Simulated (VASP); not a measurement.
Here is a VASP 6.6.1 calculation.

INCAR

```
ALGO = Normal ; EDIFF = 1E-7
EDIFFG = -0.005 ; ENCUT = 600
GGA = PS ; IBRION = 2
ISIF = 3 ; ISMEAR = -1
LASPH = True ; LCHARG = False
LREAL = False ; LWAVE = False
NELM = 80 ; NSW = 80
PREC = Accurate ; SIGMA = 0.05
```

KPOINTS

```
k-points
0
Gamma
  9 9 9
```

File POSCAR:

```
PbO2
1.0
    0.0000000000      2.7019920000      2.7019920000
    2.7019920000      0.0000000000      2.7019920000
    2.7019920000      2.7019920000      0.0000000000
Pb O
1 2
Direct
    0.0000000000      0.0000000000      0.0000000000
    0.7500000000      0.7500000000      0.7500000000
    0.2500000000      0.2500000000      0.2500000000
```

Potentials or basis: VASP PAW PBE potentials, release 64 (Pb_d, O).

Command:

```sh
$ cat potpaw_PBE.64/Pb_d/POTCAR potpaw_PBE.64/O/POTCAR > POTCAR
$ mpirun -np 1 vasp_std > vasp.out
```

Task: Estimate the relaxed cell.

Result: a = 3.771 Å, b = 3.771 Å, c = 3.771 Å, α = 60.00°, β = 60.00°, γ = 60.00°.

Task: What does it give for the relaxed volume?

Result: 12.64 Å³/atom.

Task: Estimate the band gap on the k mesh.

Result: Zero (bands 13 and 14 overlap by 1.25 eV).

Task: What does it give for the space group after relaxing (to 0.1 Å)?

Result: Fm-3m (No. 225).

Step by step:
```
step  energy change (eV)  largest force (eV/Å)  pressure (GPa)  volume (Å³)
   1              0.0000                0.0000           -5.58        39.45
   2             -0.0143                0.0000            4.45        36.90
   3             -0.0280                0.0000           -0.01        37.91
```

Caveat: the PAW data sets were made with another functional, which shifts forces and pressure a little; spin-orbit coupling is left out, which moves the levels of the heavy elements.
